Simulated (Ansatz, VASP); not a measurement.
## Ti in VASP and in Ansatz

```
Ti
1.0
     0.00000    1.97970    1.97970
     1.97970    0.00000    1.97970
     1.97970    1.97970    0.00000
Ti
1
Direct
  0.00000 0.00000 0.00000
```

Alike in both runs: task relaxation of cell and atoms; functional PBE; k mesh 14 × 14 × 14; occupations fermi-dirac, width 0.05 eV; no spin polarisation.

```csv
,VASP,Ansatz
version,VASP 6.6.1,Ansatz 0.2.0
potentials or method,"VASP PAW PBE potentials, release 64 (Ti_sv)","PAW with Ansatz's earlier generated frozen-core files (soft_1), scalar-relativistic"
plane-wave cutoff (eV),500,420
valence electrons in the cell,12,12
```

VASP gave:

```
gap on the k mesh at the Fermi level, each at its own relaxed structure (eV) : none
relaxed volume (Å³/atom)                                                     : 17.32
relaxed cell length with the largest relative difference (Å)                 : 2.904
```

What did Ansatz give for the same quantities?

gap on the k mesh at the Fermi level, each at its own relaxed structure (eV): none; relaxed volume (Å³/atom): 17.39; relaxed cell length with the largest relative difference (Å): 2.908.

A gap of «none» marks a metal or a gap that the smearing closes. Ansatz's warnings: end state compared, stability check not made.
